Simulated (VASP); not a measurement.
Input of a VASP 6.6.1 run:

INCAR

```
  ALGO = Fast
  EDIFF = 1E-6
  ENCUT = 520
  GGA = PS
  ISIF = 2
  ISMEAR = 0
  LASPH = T
  LCHARG = T
  LELF = T
  LREAL = F
  LVHAR = T
  LWAVE = F
  NBANDS = 21
  NELM = 80
  PREC = Accurate
  SIGMA = 0.15
```

KPOINTS

```
k-points
0
Gamma
  24 24 12
```

Contents of POSCAR:

```
Ru
1.0
    2.7057993342      0.0000000000      0.0000000000
   -1.3528996671      2.3432909610      0.0000000000
    0.0000000000      0.0000000000      4.2819000000
Ru
2
Direct
    0.4293521393      0.8587042785      0.2500000000
    0.6666666667      0.3333333333      0.7500000000
```

Potentials or basis: VASP PAW PBE potentials, release 64 (Ru_pv).

The run is started by

```sh
$ cat potpaw_PBE.64/Ru_pv/POTCAR > POTCAR
$ mpirun -np 1 vasp_std > vasp.out
```

Problem. Predict the pressure.

Solution. 3.9 GPa.

Problem. Predict the largest force.

Solution. 2.384 eV/Å.

Stress tensor (GPa, compression positive):
```
-8.90  0.00  0.00
 0.00  6.68  0.00
 0.00  0.00 13.83
```

Caveat: the cell differs from its parent crystal (atom 1 (Ru) moved by (+0.000, +0.450) A along x and y); the stress differs along the axes, from -9 to 14 GPa; the PAW data sets were made with another functional, which shifts forces and pressure a little.
